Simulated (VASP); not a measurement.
# Ti3C2 (P-3m1) in VASP: single point with r2SCAN

Aim: the single point of Ti3C2 with r2SCAN.

Program: VASP 6.6.1. These are calculated values, not measurements. Logs are shortened: lines on timing, memory, paths and dates and some standing lists are left out, and cuts for length are marked.

## Step 1: The cell of the first run

It takes space group P-3m1 (No. 164, trigonal). The conventional cell has a = 3.093 Å, b = 3.093 Å, c = 7.279 Å, α = 90.00°, β = 90.00°, γ = 120.00°. Ti (site symmetry -3m) has 6 C at 2.20 Å and 12 Ti at 2.94 to 3.09 Å within 3.1 Å. Within 2.7 Å of Ti (site symmetry 3m) lie 3 C at 2.07 Å. Within 2.7 Å of C (site symmetry 3m) lie 6 Ti at 2.07 to 2.20 Å.

## Step 2: Single point, r2SCAN

File POSCAR:

```
Ti3C2
1.0
    3.0925110565      0.0000000000      0.0000000000
   -1.5462555282      2.6781931364      0.0000000000
    0.0000000000      0.0000000000      7.2789946661
Ti C
3 2
Direct
    0.0000000000      0.0000000000      0.0000000000
    0.3333333333      0.6666666667      0.6783457496
    0.6666666667      0.3333333333      0.3216542504
    0.3333333333      0.6666666667      0.1766930463
    0.6666666667      0.3333333333      0.8233069537
```

File INCAR.step1:

```
SYSTEM = Ti3C2
PREC = Accurate
ENCUT = 1430
ISMEAR = 0
SIGMA = 0.1
LREAL = .FALSE.
LASPH = .TRUE.
NELM = 120
NBANDS = 30
GGA = PE
ALGO = Normal
EDIFF = 1E-5
LWAVE = .TRUE.
LCHARG = .FALSE.
GGA_COMPAT = .FALSE.
```

File INCAR.step2:

```
SYSTEM = Ti3C2
PREC = Accurate
ENCUT = 1430
EDIFF = 1E-6
ISMEAR = 0
SIGMA = 0.1
LREAL = .FALSE.
LASPH = .TRUE.
NELM = 120
ALGO = Normal
ISIF = 2
LWAVE = .FALSE.
LCHARG = .TRUE.
METAGGA = R2SCAN
LMIXTAU = .TRUE.
LELF = .TRUE.
LVHAR = .TRUE.
NBANDS = 30
ISTART = 1
GGA_COMPAT = .FALSE.
```

File KPOINTS:

```
regular mesh
0
G
  6 6 4
  0 0 0
```

Potentials or basis: VASP PAW PBE potentials, release 64 (Ti_sv, C_h).

Command:

```sh
cat potpaw_PBE.64/Ti_sv/POTCAR potpaw_PBE.64/C_h/POTCAR > POTCAR
cp INCAR.step1 INCAR
mpirun -np 1 vasp_std > vasp.out
cp INCAR.step2 INCAR
mpirun -np 1 vasp_std > vasp.out
```

OUTCAR:

```text
SYSTEM = Ti3C2
   PREC = Accurate
   ENCUT = 1430
   EDIFF = 1E-6
   ISMEAR = 0
   LREAL = .FALSE.
   LASPH = .TRUE.
   NELM = 120
   ISIF = 2
   METAGGA = R2SCAN
   ISTART = 1

 ion  position               nearest neighbor table
   1  0.000  0.000  0.000-   4 2.20   5 2.20   4 2.20   5 2.20   5 2.20   4 2.20
   2  0.333  0.667  0.678-   5 2.07   5 2.07   5 2.07
   3  0.667  0.333  0.322-   4 2.07   4 2.07   4 2.07
   4  0.333  0.667  0.177-   3 2.07   3 2.07   3 2.07   1 2.20   1 2.20   1 2.20
   5  0.667  0.333  0.823-   2 2.07   2 2.07   2 2.07   1 2.20   1 2.20   1 2.20

  LATTYP: Found a hexagonal cell.
 ALAT       =     3.0925110565
 C/A-ratio  =     2.3537489545

  Lattice vectors:

 A1 = (   3.0925110565,   0.0000000000,   0.0000000000)
 A2 = (  -1.5462555282,   2.6781931364,   0.0000000000)
 A3 = (   0.0000000000,   0.0000000000,   7.2789946661)

Analysis of symmetry for initial positions (statically):
=====================================================================
 Subroutine PRICEL returns:
 Original cell was already a primitive cell.

 Routine SETGRP: Setting up the symmetry group for a
 hexagonal supercell.

 Subroutine GETGRP returns: Found 12 space group operations
 (whereof 12 operations were pure point group operations)
 out of a pool of 24 trial point group operations.

The static configuration has the point symmetry D_3d.

Analysis of symmetry for dynamics (positions and initial velocities):
=====================================================================
 Subroutine PRICEL returns:
 Original cell was already a primitive cell.

 Routine SETGRP: Setting up the symmetry group for a
 hexagonal supercell.

 Subroutine GETGRP returns: Found 12 space group operations
 (whereof 12 operations were pure point group operations)
 out of a pool of 24 trial point group operations.

The dynamic configuration has the point symmetry D_3d.

 Subroutine INISYM returns: Found 12 space group operations
 (whereof 12 operations are pure point group operations),
 and found     1 'primitive' translations

----------------------------------------------------------------------------------------

                                     Primitive cell

  volume of cell :      60.2871

  direct lattice vectors                    reciprocal lattice vectors
     3.092511056  0.000000000  0.000000000     0.323361819  0.186693033  0.000000000
    -1.546255528  2.678193136  0.000000000     0.000000000  0.373386066  0.000000000
     0.000000000  0.000000000  7.278994666     0.000000000  0.000000000  0.137381609

  length of vectors
     3.092511056  3.092511056  7.278994666     0.373386066  0.373386066  0.137381609

  position of ions in fractional coordinates (direct lattice)
     0.000000000  0.000000000  0.000000000
     0.333333333  0.666666667  0.678345750
     0.666666667  0.333333333  0.321654250
     0.333333333  0.666666667  0.176693046
     0.666666667  0.333333333  0.823306954

  ion indices of the primitive-cell ions
   primitive index   ion index
                 1           1
                 2           2
                 3           3
                 4           4
                 5           5

----------------------------------------------------------------------------------------

 KPOINTS: regular mesh

Automatic generation of k-mesh.
 Grid dimensions read from file:
 generate k-points for:    6    6    4

 Generating k-lattice:

  Cartesian coordinates                     Fractional coordinates (reciprocal lattice)
     0.053893636  0.031115506  0.000000000     0.166666667 -0.000000000  0.000000000
     0.000000000  0.062231011  0.000000000     0.000000000  0.166666667  0.000000000
     0.000000000  0.000000000  0.034345402     0.000000000  0.000000000  0.250000000

  Length of vectors
     0.062231011  0.062231011  0.034345402

  Shift w.r.t. Gamma in fractional coordinates (k-lattice)
     0.000000000  0.000000000  0.000000000

 Subroutine IBZKPT returns following result:
 ===========================================

 Found     24 irreducible k-points:

 Following reciprocal coordinates:
            Coordinates               Weight
  0.000000  0.000000  0.000000      1.000000
  0.166667  0.000000  0.000000      6.000000
  0.333333  0.000000  0.000000      6.000000
  0.500000  0.000000  0.000000      3.000000
  0.166667  0.166667  0.000000      6.000000
  0.333333  0.166667  0.000000     12.000000
[... 16 lines left out ...]
  0.333333  0.166667  0.500000     12.000000
  0.333333  0.333333  0.500000      2.000000
   k-points           NKPTS =     24   k-points in BZ     NKDIM =     24   number of bands    NBANDS=     30
   number of dos      NEDOS =    301   number of ions     NIONS =      5
   total plane-waves  NPLWV = 144000
   dimension x,y,z NGX =    40 NGY =   40 NGZ =   90
   dimension x,y,z NGXF=    80 NGYF=   80 NGZF=  180
   ions per type =               3   2
   NGX,Y,Z   is equivalent  to a cutoff of  21.50, 21.50, 20.56 a.u.
   NGXF,Y,Z  is equivalent  to a cutoff of  43.01, 43.01, 41.11 a.u.
 SYSTEM =  Ti3C2
   PREC   = accura    normal or accurate (medium, high low for compatibility)
   ISTART =      1    job   : 0-new  1-cont  2-samecut
   ICHARG =      0    charge: 1-file 2-atom 10-const
   ISPIN  =      1    spin polarized calculation?
   LNONCOLLINEAR =      F non collinear calculations
   LSORBIT =      F    spin-orbit coupling
   LASPH  =      T    aspherical Exc in radial PAW
   ENCUT  = 1430.0 eV 105.10 Ry   10.25 a.u.   9.54  9.54 22.44*2*pi/ulx,y,z
   NELM   =    120;   NELMIN=  2; NELMDL=  0     # of ELM steps
   EDIFF  = 0.1E-05   stopping-criterion for ELM
   LREAL  =      F    real-space projection
   EDIFFG = 0.1E-04   stopping-criterion for IOM
   NSW    =      0    number of steps for IOM
   IBRION =     -1    ionic relax: 0-MD 1-quasi-New 2-CG
   NFREE  =      0    steps in history (QN), initial steepest desc. (CG)
   ISIF   =      2    stress and relaxation
   ISYM   =      2    0-nonsym 1-usesym 2-fastsym
   POTIM  = 0.5000    time-step for ionic-motion
   TEBEG  =    0.0;   TEEND  =   0.0 temperature during run
   PSTRESS=    0.0 pullay stress
   NELECT =      44.0000    total number of electrons
   NUPDOWN=      -1.0000    fix difference up-down
   EMIN   =  10.00;   EMAX   =-10.00  energy-range for DOS
   EFERMI =   0.00;   METHOD = LEGACY
   ISMEAR =     0;   SIGMA  =   0.10  broadening in eV -4-tet -1-fermi 0-gaus
   EFERMI_NEDOS =   21; number of points for ismear=-14 and -15
   IALGO  =     38    algorithm
   IMIX   =      4    mixing-type and parameters
     AMIX     =   0.40;   BMIX     =  1.00
     AMIX_MAG =   1.60;   BMIX_MAG =  1.00
  volume/ion in A,a.u.               =      12.06        81.37
  Fermi-wavevector in a.u.,A,eV,Ry     =   1.473955  2.785371 29.559244  2.172543
  Thomas-Fermi vector in A             =   2.588785
   LORBIT       =      0    0 simple, 1 ext, 2 COOP (PROOUT), +10 PAW based schemes
   METAGGA = R2SCAN    functional components
   LHFCALC =     F    Hartree Fock is set to
   AEXX    =    0.0000 exact exchange contribution
   IVDW    =     0    specifies the selected vdW correction
   LEPSILON=     F    determine dielectric tensor
   LRPA    =     F    only Hartree local field effects (RPA)
 non-spin polarized calculation
 Gauss-broadening in eV      SIGMA  =   0.10
  energy-cutoff  :     1430.00
  volume of cell :       60.29
 maximum number of plane-waves:      7449
 NGX is ok and might be reduce to    40
   NGX = 19   NGY = 19   NGZ = 45

 number of electron      44.0000000 magnetization

 Free energy of the ion-electron system (eV)
  ---------------------------------------------------
  ext. energy  EPLUGINS =         0.00000000
  ---------------------------------------------------
  free energy    TOTEN  =       -63.00861203 eV

  energy without entropy =      -62.98968448  energy(sigma->0) =      -62.99914826

 E-fermi :   9.1134     XC(G=0): -12.9568

 val. band max:        9.1108149059   @ k =   0.3333   0.3333   0.2500
 cond. band min:       9.1206566718   @ k =   0.3333   0.3333   0.0000
 fundamental gap:      0.0098417659
 Fermi energy:         9.1134218345

 k-point     1 :       0.0000    0.0000    0.0000
  band No.  band energies     occupation
      1     -50.1113      2.00000
      2     -50.0783      2.00000
      3     -49.9139      2.00000
      4     -25.5075      2.00000
      5     -25.4624      2.00000
      6     -25.1397      2.00000
[... 22 lines left out ...]
     29      11.7499      0.00000
     30      11.7499      0.00000

 k-point     2 :       0.1667    0.0000    0.0000
  band No.  band energies     occupation
      1     -50.0969      2.00000
      2     -50.0686      2.00000
      3     -49.9048      2.00000
      4     -25.4905      2.00000
      5     -25.4512      2.00000
      6     -25.2222      2.00000
[... 22 lines left out ...]
     29      12.0975      0.00000
     30      12.2714      0.00000

 k-point     3 :       0.3333    0.0000    0.0000
  band No.  band energies     occupation
      1     -50.0668      2.00000
      2     -50.0503      2.00000
      3     -49.8868      2.00000
      4     -25.5042      2.00000
      5     -25.4549      2.00000
      6     -25.3955      2.00000
[... 22 lines left out ...]
     29      12.4039      0.00000
     30      12.6319      0.00000

 k-point     4 :       0.5000    0.0000    0.0000
  band No.  band energies     occupation
      1     -50.0496      2.00000
      2     -50.0431      2.00000
      3     -49.8779      2.00000
      4     -25.5431      2.00000
      5     -25.5012      2.00000
      6     -25.4778      2.00000
[... 616 lines left out ...]
     29      12.1141      0.00000
     30      12.5725      0.00000

 k-point    23 :       0.3333    0.1667    0.5000
  band No.  band energies     occupation
      1     -50.0500      2.00000
      2     -50.0428      2.00000
      3     -49.8779      2.00000
      4     -25.5170      2.00000
      5     -25.4527      2.00000
      6     -25.4224      2.00000
[... 22 lines left out ...]
     29      12.5805      0.00000
     30      12.8853      0.00000

 k-point    24 :       0.3333    0.3333    0.5000
  band No.  band energies     occupation
      1     -50.0402      2.00000
      2     -50.0402      2.00000
      3     -49.8735      2.00000
      4     -25.4617      2.00000
      5     -25.4617      2.00000
      6     -25.4471      2.00000
[... 22 lines left out ...]
     29      12.7364      0.00000
     30      12.7364      0.00000

------------------------ aborting loop because EDIFF is reached ----------------------------------------

  FORCE on cell =-STRESS in cart. coord.  units (eV):
  Direction    XX          YY          ZZ          XY          YZ          ZX
  --------------------------------------------------------------------------------------
  -------------------------------------------------------------------------------------
  Total        0.1872862      0.1872862      0.3913403      0.0000000     -0.0000000      0.0000000
  in kB        4.9772764      4.9772764     10.4001750      0.0000000     -0.0000000      0.0000000
  external PRESSURE =       6.7849093 kB  Pullay stress =       0.0000000 kB

 VOLUME and BASIS-vectors are now :
 -----------------------------------------------------------------------------
  energy-cutoff  :     1430.00
  volume of cell :       60.29
      direct lattice vectors                 reciprocal lattice vectors
     3.092511056  0.000000000  0.000000000     0.323361819  0.186693033  0.000000000
    -1.546255528  2.678193136  0.000000000     0.000000000  0.373386066  0.000000000
     0.000000000  0.000000000  7.278994666     0.000000000  0.000000000  0.137381609

 POSITION                                       TOTAL-FORCE (eV/Angst)
 -----------------------------------------------------------------------------------
      0.00000      0.00000      0.00000        -0.000000      0.000000      0.000000
     -0.00000      1.78546      4.93768         0.000000     -0.000000     -0.070122
      1.54626      0.89273      2.34132        -0.000000      0.000000      0.070122
     -0.00000      1.78546      1.28615        -0.000000     -0.000000      0.003291
      1.54626      0.89273      5.99285        -0.000000      0.000000     -0.003291
 -----------------------------------------------------------------------------------
    total drift:                               -0.000000      0.000000      0.000000

  FREE ENERGIE OF THE ION-ELECTRON SYSTEM (eV)
  ---------------------------------------------------
  free  energy   TOTEN  =       -63.0086120306 eV

  energy  without entropy=      -62.9896844796  energy(sigma->0) =      -62.99914826
```

It took 24 min on 1 thread of AMD EPYC 7R43 (Zen 3), shared host; peak memory 0.47 GiB.

What came out:

* Free energy: -63.0086 eV
* Pressure: 0.7 GPa
* Largest force: 0.070 eV/Å
* Band gap on the k mesh: zero (bands 22 and 23 overlap by 0.76 eV)

Forces on the atoms (eV/Å):
```
Ti   0.000  0.000  0.000
Ti   0.000  0.000 -0.070
Ti   0.000  0.000  0.070
C    0.000  0.000  0.003
C    0.000  0.000 -0.003
```

Caveat: the k points lie up to 0.39 Å⁻¹ apart, too coarse for converged energies and pressures of a metal; the PAW data sets were made with another functional, which shifts forces and pressure a little.
